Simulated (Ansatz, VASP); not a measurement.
# ZnS in VASP and in Ansatz

```xyz
2
Lattice="0.0000 2.6865 2.6865 2.6865 0.0000 2.6865 2.6865 2.6865 0.0000" Properties=species:S:1:pos:R:3 pbc="T T T"
Zn    0.0000    0.0000    0.0000
S     4.0297    4.0297    4.0297
```

Change from the starting cell: volume scaled by 0.98, crystal datasets.

Alike in both runs: task electric field gradients; functional PBEsol; k mesh 9 × 9 × 9; occupations fermi-dirac, width 0.01 eV; no spin polarisation.

|  | VASP | Ansatz |
| --- | --- | --- |
| version | VASP 6.6.1 | Ansatz 0.2.0 |
| potentials or method | VASP PAW PBE potentials, release 64 (Zn, S), cutoff 520 eV | all-electron PAW with datasets made for the crystal, scalar-relativistic |

```csv
,VASP,Ansatz,Ansatz less VASP
gap on the k mesh at the Fermi level (eV),2.05,2.05,-0.003
pressure (GPa),-0.5,-0.7,-0.19
```

VASP's potentials were made for PBE, not for PBEsol. Ansatz ran all-electron here, and VASP with PAW potentials.
